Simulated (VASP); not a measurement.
HfN:

```xyz
2
Lattice="0.0000 2.2590 2.2590 2.2590 0.0000 2.2590 2.2590 2.2590 0.0000" Properties=species:S:1:pos:R:3 pbc="T T T"
Hf    0.0000    0.0000    0.0000
N     2.2590    2.2590    2.2590
```

Base run:

```yaml
Program: VASP 6.6.1
Functional: PBEsol
Potentials_or_basis: VASP PAW PBE potentials, release 64 (Hf_pv, N)
Cutoff: 520 eV
k_mesh: 18 × 18 × 18
Occupations: fermi-dirac, width 0.05 eV
Spin: no spin polarisation
```

Its results: pressure -5.2 GPa.

**Question.** The run is repeated on the same cell with these changes: functional from PBEsol to PBE; further incar settings from ALGO = Normal; EDIFF = 1e-08; NBANDS = 14 to ALGO = Normal; EDIFF = 1e-06; NBANDS = 14. What comes out?

**Answer.** Pressure 3.0 GPa.

Caveats: the PAW data sets were made with another functional, which shifts forces and pressure a little (some runs).
